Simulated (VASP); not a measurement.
Write the native input for VASP 6.6.1 that does the following.

```yaml
Task: single point
Functional: LDA
Potentials_or_basis: VASP PAW LDA potentials, release 64 (C, H)
Cutoff: 520 eV
k_mesh: 6 × 3 × 1
Occupations: gaussian, width 0.1 eV
Spin: no spin polarisation
Dipole_correction: yes
Further_INCAR_settings: ALGO = Normal; EDIFF = 1e-07; NBANDS = 38
```

The structure of HC6 lies in POSCAR:

```
HC6
1.0
    4.8895256614      0.0000000000      0.0000000000
   -1.2223814153      8.7849592876      0.0000000000
    0.0000000000      0.0000000000     22.7474729025
C H
12 2
Direct
    0.0193612757      0.0774451030      0.1758437088
    0.5193612758      0.0774451030      0.1758437088
    0.2742015947      0.0968063788      0.2059542860
    0.7742015947      0.0968063788      0.2059542860
    0.2838822326      0.1355289303      0.2661754406
    0.7838822326      0.1355289303      0.2661754406
    0.0386279421      0.1545151615      0.2955067254
    0.5386279421      0.1545151615      0.2955067254
    0.0488684834      0.1954807970      0.3583587359
    0.5488684834      0.1954807970      0.3583587359
    0.3031723044      0.2126952264      0.3845470194
    0.8031723044      0.2126952264      0.3845470194
    0.0488684834      0.1112041249      0.4183969333
    0.0488684834      0.2797574692      0.4183969333
```

The input as run:

INCAR

```
SYSTEM = HC6
PREC     = Accurate       ! precision mode
ENCUT    = 520            ! plane-wave cutoff, eV
EDIFF    = 1E-7           ! SCF threshold, eV
ISMEAR   = 0              ! smearing method
SIGMA    = 0.1            ! smearing width, eV
LREAL    = .False.        ! projectors in reciprocal space
LASPH    = .True.         ! aspherical terms in the spheres
NELM     = 100            ! most SCF steps
ALGO     = Normal         ! electronic algorithm
ISIF     = 2              ! what is computed and relaxed
LWAVE    = .False.        ! write WAVECAR
LCHARG   = .False.        ! write CHGCAR
LDIPOL   = .True.       
IDIPOL   = 3            
DIPOL    = 0.5 0.5 0.301
GGA      = CA             ! functional
NBANDS   = 38             ! bands
```

KPOINTS

```
regular mesh
0
Gamma
  6 3 1
  0 0 0
```

Potentials or basis: VASP PAW LDA potentials, release 64 (C, H).

Command:

```bash
$ cat potpaw_LDA.64/C/POTCAR potpaw_LDA.64/H/POTCAR > POTCAR
$ mpirun -np 1 vasp_std > vasp.out
```

Results of the run:

```
Largest force          : 7.200 eV/Å
Band gap on the k mesh : zero (bands 25 and 26 overlap by 0.03 eV)
```

It took 34 min on 1 thread of Intel Xeon 8259CL, on a shared host, peak memory 0.79 GiB.
